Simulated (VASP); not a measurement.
# Hf2Bi2O (P-6m2) in VASP: a series of runs

The runs below take Hf2Bi2O through relaxation of cell and atoms, single point, with PBE.

Program: VASP 6.6.1. These are calculated values, not measurements. Logs are shortened: lines on timing, memory, paths and dates and some standing lists are left out, and cuts for length are marked.

### 1 The cell of the first run

Symmetry: P-6m2, No. 187, hexagonal system. The conventional cell has a = 4.030 Å, b = 4.030 Å, c = 8.156 Å, α = 90.00°, β = 90.00°, γ = 120.00°. Hf (site symmetry 3m) has 6 Bi at 2.87 Å and 3 O at 3.34 Å and 1 Hf at 3.35 Å within 3.8 Å. Within 3.1 Å of Bi (site symmetry -6m2) lie 3 Bi at 2.33 Å and 6 Hf at 2.87 Å. Bi (site symmetry -6m2) has 3 Bi at 2.33 Å and 6 Hf at 2.87 Å within 3.1 Å. Within 4.4 Å of O (site symmetry -6m2) lie 6 Hf at 3.34 Å and 6 O at 4.03 Å and 2 Bi at 4.08 Å.

The cell was built from a structure type or drawn by symmetry, and may not be a known phase.

### 2 Relaxation of cell and atoms, PBE

INCAR reads:

```
ALGO = Normal
EDIFF = 1E-6
EDIFFG = -0.04
ENCUT = 600
GGA = PE
IBRION = 2
ISIF = 3
ISMEAR = 0
LASPH = True
LCHARG = False
LREAL = False
LWAVE = False
NELM = 100
NSW = 90
PREC = Accurate
SIGMA = 0.1
```

KPOINTS reads:

```
k-points
0
Gamma
  6 6 2
```

POSCAR reads:

```
Hf2Bi2O
1.0
    4.0300520100      0.0000000000      0.0000000000
   -2.0150260000      3.4901274200      0.0000000000
    0.0000000000      0.0000000000      8.1555325800
Hf Bi O
2 2 1
Direct
    0.3333333300      0.6666666700      0.2054603200
    0.3333333300      0.6666666700      0.7945396800
    0.6666666700      0.3333333300      0.0000000000
    0.0000000000      0.0000000000      0.0000000000
    0.0000000000      0.0000000000      0.5000000000
```

Potentials or basis: VASP PAW PBE potentials, release 64 (Hf_pv, Bi_d, O).

Command:

```bash
> cat potpaw_PBE.64/Hf_pv/POTCAR potpaw_PBE.64/Bi_d/POTCAR potpaw_PBE.64/O/POTCAR > POTCAR
> mpirun -np 1 vasp_std > vasp.out
```

OUTCAR:

```text
EDIFF = 1E-6
   EDIFFG = -0.04
   ENCUT = 600
   GGA = PE
   IBRION = 2
   ISIF = 3
   ISMEAR = 0
   LASPH = True
   LREAL = False
   NELM = 100
   NSW = 90
   PREC = Accurate

 ion  position               nearest neighbor table
   1  0.333  0.667  0.205-   4 2.87   3 2.87   3 2.87   4 2.87   4 2.87   3 2.87   2 3.35
   2  0.333  0.667  0.795-   4 2.87   3 2.87   3 2.87   4 2.87   4 2.87   3 2.87   1 3.35
   3  0.667  0.333  0.000-   4 2.33   4 2.33   4 2.33   2 2.87   1 2.87   2 2.87   1 2.87   1 2.87
                             2 2.87
   4  0.000  0.000  0.000-   3 2.33   3 2.33   3 2.33   1 2.87   2 2.87   1 2.87   2 2.87   1 2.87
                             2 2.87
   5  0.000  0.000  0.500-

  LATTYP: Found a hexagonal cell.
 ALAT       =     4.0300520100
 C/A-ratio  =     2.0236792378

  Lattice vectors:

 A1 = (   4.0300520100,   0.0000000000,   0.0000000000)
 A2 = (  -2.0150260000,   3.4901274200,   0.0000000000)
 A3 = (   0.0000000000,   0.0000000000,   8.1555325800)

Analysis of symmetry for initial positions (statically):
=====================================================================
 Subroutine PRICEL returns:
 Original cell was already a primitive cell.

 Routine SETGRP: Setting up the symmetry group for a
 hexagonal supercell.

 Subroutine GETGRP returns: Found 12 space group operations
 (whereof 12 operations were pure point group operations)
 out of a pool of 24 trial point group operations.

The static configuration has the point symmetry D_3h.

Analysis of symmetry for dynamics (positions and initial velocities):
=====================================================================
 Subroutine PRICEL returns:
 Original cell was already a primitive cell.

 Routine SETGRP: Setting up the symmetry group for a
 hexagonal supercell.

 Subroutine GETGRP returns: Found 12 space group operations
 (whereof 12 operations were pure point group operations)
 out of a pool of 24 trial point group operations.

The dynamic configuration has the point symmetry D_3h.

 Subroutine INISYM returns: Found 12 space group operations
 (whereof 12 operations are pure point group operations),
 and found     1 'primitive' translations

----------------------------------------------------------------------------------------

                                     Primitive cell

  volume of cell :     114.7108

  direct lattice vectors                    reciprocal lattice vectors
     4.030052010  0.000000000  0.000000000     0.248135755  0.143261245  0.000000000
[... 75 lines left out ...]
   ISPIN  =      1    spin polarized calculation?
   LNONCOLLINEAR =      F non collinear calculations
   LSORBIT =      F    spin-orbit coupling
   LASPH  =      T    aspherical Exc in radial PAW
   ENCUT  =  600.0 eV  44.10 Ry    6.64 a.u.   8.05  8.05 16.29*2*pi/ulx,y,z
   NELM   =    100;   NELMIN=  2; NELMDL= -5     # of ELM steps
   EDIFF  = 0.1E-05   stopping-criterion for ELM
   LREAL  =      F    real-space projection
   EDIFFG = -.4E-01   stopping-criterion for IOM
   NSW    =     90    number of steps for IOM
   IBRION =      2    ionic relax: 0-MD 1-quasi-New 2-CG
   NFREE  =      1    steps in history (QN), initial steepest desc. (CG)
   ISIF   =      3    stress and relaxation
   ISYM   =      2    0-nonsym 1-usesym 2-fastsym
   POTIM  = 0.5000    time-step for ionic-motion
   TEBEG  =    0.0;   TEEND  =   0.0 temperature during run
   PSTRESS=    0.0 pullay stress
   NELECT =      56.0000    total number of electrons
   NUPDOWN=      -1.0000    fix difference up-down
   EMIN   =  10.00;   EMAX   =-10.00  energy-range for DOS
   EFERMI =   0.00;   METHOD = LEGACY
   ISMEAR =     0;   SIGMA  =   0.10  broadening in eV -4-tet -1-fermi 0-gaus
   EFERMI_NEDOS =   21; number of points for ismear=-14 and -15
   IALGO  =     38    algorithm
   IMIX   =      4    mixing-type and parameters
     AMIX     =   0.40;   BMIX     =  1.00
     AMIX_MAG =   1.60;   BMIX_MAG =  1.00
  volume/ion in A,a.u.               =      22.94       154.82
  Fermi-wavevector in a.u.,A,eV,Ry     =   1.289049  2.435949 22.608084  1.661647
  Thomas-Fermi vector in A             =   2.420966
   LORBIT       =      0    0 simple, 1 ext, 2 COOP (PROOUT), +10 PAW based schemes
   GGA     = PE    functional components
   LHFCALC =     F    Hartree Fock is set to
   AEXX    =    0.0000 exact exchange contribution
   IVDW    =     0    specifies the selected vdW correction
   LEPSILON=     F    determine dielectric tensor
   LRPA    =     F    only Hartree local field effects (RPA)
 conjugate gradient relaxation of ions
 non-spin polarized calculation
 Gauss-broadening in eV      SIGMA  =   0.10
  energy-cutoff  :      600.00
  volume of cell :      114.71
 maximum number of plane-waves:      3844
   NGX = 17   NGY = 17   NGZ = 33

--------------------------------------- Ionic step        1  -------------------------------------------

 number of electron      56.0000003 magnetization

 Free energy of the ion-electron system (eV)
  ---------------------------------------------------
  ext. energy  EPLUGINS =         0.00000000
  ---------------------------------------------------
  free energy    TOTEN  =       -15.07890705 eV

  energy without entropy =      -15.06181449  energy(sigma->0) =      -15.07036077

------------------------ aborting loop because EDIFF is reached ----------------------------------------

  FORCE on cell =-STRESS in cart. coord.  units (eV):
  Direction    XX          YY          ZZ          XY          YZ          ZX
  --------------------------------------------------------------------------------------
  -------------------------------------------------------------------------------------
  Total       60.0696385     60.0696385     -4.7977230      0.0000001     -0.0000000      0.0000000
  in kB      838.9988006    838.9988009    -67.0102896      0.0000012     -0.0000000      0.0000000
  external PRESSURE =     536.9957706 kB  Pullay stress =       0.0000000 kB
[... 1123 lines left out ...]
     32       6.2409      0.00000
     33       6.5183      0.00000

[... ionic steps 4 to 16 ...]

--------------------------------------- Ionic step       17  -------------------------------------------

 number of electron      56.0000013 magnetization

------------------------ aborting loop because EDIFF is reached ----------------------------------------
[... 73 lines left out ...]
--------------------------------------- Ionic step       19  -------------------------------------------

 number of electron      56.0000014 magnetization

 Free energy of the ion-electron system (eV)
  ---------------------------------------------------
  ext. energy  EPLUGINS =         0.00000000
  ---------------------------------------------------
  free energy    TOTEN  =       -29.52552095 eV

  energy without entropy =      -29.50494801  energy(sigma->0) =      -29.51523448

 E-fermi :   5.6564     XC(G=0): -10.0855

 val. band max:        5.5762739085   @ k =   0.0000   0.0000   0.5000
 cond. band min:       5.6951578359   @ k =   0.5000   0.0000   0.5000
 fundamental gap:      0.1188839274
 Fermi energy:         5.6563721554
[... 534 lines left out ...]
  FREE ENERGIE OF THE ION-ELECTRON SYSTEM (eV)
  ---------------------------------------------------
  free  energy   TOTEN  =       -29.5255209465 eV

  energy  without entropy=      -29.5049480071  energy(sigma->0) =      -29.51523448

 reached required accuracy - stopping structural energy minimisation
```

OSZICAR:

```text
N       E                     dE             d eps       ncg     rms          rms(c)
DAV:   1     0.644260896350E+03    0.64426E+03   -0.32475E+04   924   0.214E+03
DAV:   2     0.613322684544E+02   -0.58293E+03   -0.57442E+03   981   0.576E+02
DAV:   3    -0.159084059132E+02   -0.77241E+02   -0.76056E+02  1105   0.190E+02
DAV:   4    -0.203473483840E+02   -0.44389E+01   -0.43431E+01  1159   0.451E+01
[... 278 lines left out ...]
DAV:   4    -0.295255263801E+02    0.19057E-03   -0.60672E-04  1182   0.175E-01    0.947E-02
DAV:   5    -0.295255163407E+02    0.10039E-04   -0.14089E-04  1253   0.760E-02    0.311E-02
DAV:   6    -0.295255191262E+02   -0.27855E-05   -0.75004E-06   959   0.183E-02    0.111E-02
DAV:   7    -0.295255203605E+02   -0.12343E-05   -0.14209E-06   678   0.822E-03    0.419E-03
DAV:   8    -0.295255209465E+02   -0.58607E-06   -0.73464E-07   572   0.586E-03
  19 F= -.29525521E+02 E0= -.29515234E+02  d E =-.183900E-02
```

Wall time 9.1 min (1 thread of Intel Xeon 6975P-C (Granite Rapids), shared host); peak memory 0.3 GiB.

Results:

| Item | Value |
| --- | --- |
| Free energy | -29.5255 eV |
| Relaxed volume | 25.28 Å³/atom |
| Relaxed cell | a = 5.181 Å, b = 5.181 Å, c = 5.438 Å, α = 90.00°, β = 90.00°, γ = 120.00° |
| Space group after relaxing (to 0.1 Å) | P-6m2 (No. 187) |
| Energy gained by relaxing | 2889.3 meV/atom |
| Ionic steps | 19 |
| Pressure after relaxing | 0.0 GPa |
| Largest force after relaxing | 0.007 eV/Å |
| Band gap on the k mesh | zero (bands 28 and 29 overlap by 0.43 eV) |

Forces on the atoms (eV/Å):
```
Hf   0.000  0.000 -0.007
Hf   0.000  0.000  0.007
Bi   0.000  0.000  0.000
Bi   0.000  0.000  0.000
O    0.000  0.000  0.000
```

Step by step:
| step | energy change (eV) | largest force (eV/Å) | pressure (GPa) | volume (Å³) |
| --- | --- | --- | --- | --- |
| 1 | 0.0000 | 4.2558 | 53.70 | 114.71 |
| 2 | -4.3524 | 1.3699 | -12.53 | 272.96 |
| 3 | -10.7294 | 1.2746 | -6.77 | 179.15 |
| 4 | -10.7771 | 1.1704 | -5.97 | 175.72 |
| 5 | -10.7933 | 1.0479 | -4.99 | 172.07 |
| 6 | -12.7871 | 0.2011 | -3.50 | 153.51 |
| 7 | -13.3956 | 1.5982 | -0.71 | 143.36 |
| 8 | -12.7535 | 9.7292 | 8.52 | 121.91 |
| 9 | -13.5436 | 2.3365 | 0.11 | 139.63 |
| 10 | -13.5269 | 4.7952 | 2.30 | 131.22 |
| 11 | -13.6029 | 3.5413 | 1.27 | 135.80 |
| 12 | -14.3059 | 1.1516 | -1.86 | 129.31 |
| 13 | -14.3061 | 1.0243 | -1.93 | 129.11 |
| 14 | -14.4124 | 0.6158 | 1.49 | 122.85 |
| 15 | -14.4246 | 0.1753 | 0.68 | 124.27 |
| 16 | -14.4447 | 0.1667 | 0.36 | 125.60 |
| 17 | -14.4448 | 0.1648 | 0.32 | 125.69 |
| 18 | -14.4464 | 0.0462 | -0.14 | 126.67 |
| 19 | -14.4466 | 0.0073 | -0.03 | 126.42 |

Final structure:
```
CELL_PARAMETERS angstrom
5.18133 0.00000 0.00000
-2.59066 4.48716 0.00000
0.00000 0.00000 5.43776
ATOMIC_POSITIONS crystal
Hf 0.33333 0.66667 0.23901
Hf 0.33333 0.66667 0.76099
Bi 0.66667 0.33333 0.00000
Bi 0.00000 0.00000 0.00000
O 0.00000 0.00000 0.50000
```

Caveat: the k points lie up to 0.58 Å⁻¹ apart in the final cell; a cell axis changed by over 15 % at a fixed basis, so the end point is rough; spin-orbit coupling is left out, which moves the levels of the heavy elements.

### 3 Relaxation of cell and atoms, PBE

This run uses another cell than the first one, of 25.53 Å³/atom.

INCAR reads:

```
SYSTEM = Hf2Bi2O
PREC     = Accurate       ! precision mode
ENCUT    = 600            ! plane-wave cutoff, eV
EDIFF    = 1E-6           ! SCF threshold, eV
ISMEAR   = 0              ! smearing method
SIGMA    = 0.1            ! smearing width, eV
LREAL    = .False.        ! projectors in reciprocal space
LASPH    = .True.         ! aspherical terms in the spheres
NELM     = 100            ! most SCF steps
ALGO     = Normal         ! electronic algorithm
ISIF     = 3              ! what is computed and relaxed
LWAVE    = .False.        ! write WAVECAR
LCHARG   = .False.        ! write CHGCAR
GGA      = PE             ! functional
IBRION   = 2              ! ionic algorithm
NSW      = 90             ! ionic steps
EDIFFG   = -0.04          ! ionic threshold
```

KPOINTS reads:

```
regular mesh
0
Gamma
  6 6 4
  0 0 0
```

POSCAR reads:

```
Hf2Bi2O
1.0
    5.2061406669      0.0000000000      0.0000000000
   -2.6030703334      4.5086500732      0.0000000000
    0.0000000000      0.0000000000      5.4377885588
Hf Bi O
2 2 1
Direct
    0.3333333333      0.6666666667      0.2390506933
    0.3333333333      0.6666666667      0.7609493067
    0.6666666667      0.3333333333      0.0000000000
    0.0000000000      0.0000000000      0.0000000000
    0.0000000000      0.0000000000      0.5000000000
```

Potentials or basis: VASP PAW PBE potentials, release 64 (Hf_pv, Bi_d, O).

Command:

```bash
> cat potpaw_PBE.64/Hf_pv/POTCAR potpaw_PBE.64/Bi_d/POTCAR potpaw_PBE.64/O/POTCAR > POTCAR
> mpirun -np 1 vasp_std > vasp.out
```

It took 3.1 min on 1 thread of Intel Xeon 6975P-C (Granite Rapids), shared host; peak memory 0.35 GiB.

It converged, with:

* Free energy: -30.0647 eV
* Relaxed volume: 25.27 Å³/atom
* Relaxed cell: a = 5.277 Å, b = 5.277 Å, c = 5.240 Å, α = 90.00°, β = 90.00°, γ = 120.00°
* Space group after relaxing (to 0.1 Å): P-6m2 (No. 187)
* Energy gained by relaxing: 19.5 meV/atom
* Ionic steps: 5
* Pressure after relaxing: -0.1 GPa
* Largest force after relaxing: 0.018 eV/Å
* Band gap on the k mesh: zero (bands 28 and 29 overlap by 0.91 eV)

Forces in eV/Å, atoms in the order of the input:
```
Hf   0.000  0.000  0.018
Hf   0.000  0.000 -0.018
Bi   0.000  0.000  0.000
Bi   0.000  0.000  0.000
O    0.000  0.000  0.000
```

Step by step:
```
step  energy change (eV)  largest force (eV/Å)  pressure (GPa)  volume (Å³)
   1              0.0000                0.2928           -0.63       127.64
   2             -0.0885                0.5878            0.54       125.68
   3             -0.0909                0.4475            0.34       125.93
   4             -0.0945                0.2714           -0.29       126.66
   5             -0.0975                0.0183           -0.06       126.37
```

Final structure:
```xyz
5
Lattice="5.2769 0.0000 0.0000 -2.6384 4.5699 0.0000 0.0000 0.0000 5.2402" Properties=species:S:1:pos:R:3 pbc="T T T"
Hf    0.0000    3.0466    1.2523
Hf    0.0000    3.0466    3.9879
Bi    2.6384    1.5233    0.0000
Bi    0.0000    0.0000    0.0000
O     0.0000    0.0000    2.6201
```

Levels at points of the mesh, in eV from the Fermi level:
```
           k point  band 24  band 25  band 26  band 27  band 28  band 29  band 30  band 31  band 32  band 33
(0.00, 0.00, 0.00)    -2.44    -2.44    -1.99    -1.99    -1.32     0.34     1.27     1.27     1.64     1.64
(0.50, 0.00, 0.00)    -2.41    -2.02    -1.33    -1.19    -0.70     0.31     1.20     1.20     1.88     2.01
(0.00, 0.00, 0.50)    -2.59    -1.95    -1.92    -1.92     0.65     0.72     0.85     0.85     1.84     1.91
(0.50, 0.00, 0.50)    -2.04    -1.60    -0.94    -0.31     0.41     0.47     1.18     1.18     1.35     1.44
```

Caveat: spin-orbit coupling is left out, which moves the levels of the heavy elements.

[end of part 1 of 2]
